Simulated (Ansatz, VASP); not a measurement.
## Ca2Ge3N: VASP beside Ansatz

```
CELL_PARAMETERS angstrom
4.95997 0.00000 0.00000
0.00000 4.95997 0.00000
0.00000 0.00000 5.37341
ATOMIC_POSITIONS crystal
Ca 0.00000 0.50000 0.50000
Ca 0.50000 0.00000 0.50000
Ge 0.50000 0.50000 0.00000
Ge 0.00000 0.50000 0.00000
Ge 0.50000 0.00000 0.00000
N 0.50000 0.50000 0.50000
```

Alike in both runs: task relaxation of cell and atoms; functional PBE; k mesh 4 × 4 × 4; occupations gaussian, width 0.1 eV; no spin polarisation.

|  | VASP | Ansatz |
| --- | --- | --- |
| version | VASP 6.6.1 | Ansatz 0.2.0 |
| potentials or method | VASP PAW PBE potentials, release 64 (Ca_sv, Ge_d, N), cutoff 600 eV | scalar-relativistic, plane waves, PAW |
| valence electrons in the cell | 67 | 67 |

```csv
,VASP,Ansatz,Ansatz less VASP
"gap on the k mesh at the Fermi level, each at its own relaxed structure (eV)",none,none,-
relaxed volume (Å³/atom),25.14,24.99,-0.144
relaxed length of the cell vector where the two differ most in proportion (Å),5.011,4.996,-0.0152
```

A gap of «none» marks a metal or a gap that the smearing closes.
